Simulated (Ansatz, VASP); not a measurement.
# One calculation of Mg, two programs

The input INCAR:

```
PREC = Accurate
ENCUT = 600
EDIFF = 1E-6
ISMEAR = -1
SIGMA = 0.05
LREAL = False
LASPH = True
NELM = 60
ALGO = Normal
ISIF = 3
LWAVE = False
LCHARG = False
GGA = PS
IVDW = 13
IBRION = 2
NSW = 60
EDIFFG = -0.01
```

File KPOINTS:

```
regular mesh
0
Gamma
  10 10 3
```

File POSCAR:

```
Mg
1.0
    3.1768261656      0.0000000000      0.0000000000
   -1.5884130828      2.7512121628      0.0000000000
    0.0000000000      0.0000000000     10.3188620100
Mg
4
Direct
    0.6666666667      0.3333333333      0.7500000000
    0.0000000000      0.0000000000      0.5000000000
    0.3333333333      0.6666666667      0.2500000000
    0.0000000000      0.0000000000      0.0000000000
```

The input input.yaml:

```yaml
crystal:
  lattice:
    - [3.1768261656, 0.0, 0.0]
    - [-1.5884130828, 2.7512121628, 0.0]
    - [0.0, 0.0, 10.31886201]
  atoms:
    - { symbol: Mg, position: [0.6666666667, 0.3333333333, 0.75] }
    - { symbol: Mg, position: [0.0, 0.0, 0.5] }
    - { symbol: Mg, position: [0.3333333333, 0.6666666667, 0.25] }
    - { symbol: Mg, position: [0.0, 0.0, 0.0] }
hamiltonian:
  xc: pbesol
  pseudopotentials: { kind: paw }
  dispersion: d4
kpoints:
  mp_grid: { grid: [10, 10, 3] }
scf:
  occupations: { method: fermi_dirac, width: 0.05 }
output:
  forces: true
  stress: true
  write_density: true
  write_potential: true
  elf: true
  volumetric_format: npy
relax:
  f_tol: 0.01
  max_steps: 40
  cell: { stress_tol: 0.05 }
```

Alike in both runs: task relaxation of cell and atoms; functional PBEsol; dispersion D4; k mesh 10 × 10 × 3; occupations fermi-dirac, width 0.05 eV; no spin polarisation.

```csv
,VASP,Ansatz
version,VASP 6.6.1,Ansatz 0.2.0
potentials or method,"VASP PAW PBE potentials, release 64 (Mg)",Ansatz PAW
plane-wave cutoff (eV),600,420
valence electrons in the cell,8,40
```

Ansatz gave:

| Quantity | Value |
| --- | --- |
| gap on the k mesh at the Fermi level, each at its own relaxed structure (eV) | none |
| relaxed volume (Å³/atom) | 22.47 |
| relaxed cell length with the largest relative difference (Å) | 3.157 |

**Question.** What did VASP give for the same quantities?

**Answer.** gap on the k mesh at the Fermi level, each at its own relaxed structure (eV): none; relaxed volume (Å³/atom): 22.42; relaxed cell length with the largest relative difference (Å): 3.154.

VASP's potentials were made for PBE, not for PBEsol. A gap of «none» marks a metal or a gap that the smearing closes. VASP's potentials hold 8 valence electrons a cell and Ansatz's 40, so a difference there can come from the potentials and not from the codes.

Noted on Ansatz's run: the plane-wave basis is chosen anew once the cell has moved, so the energies of steps on either side of that aren't comparable.
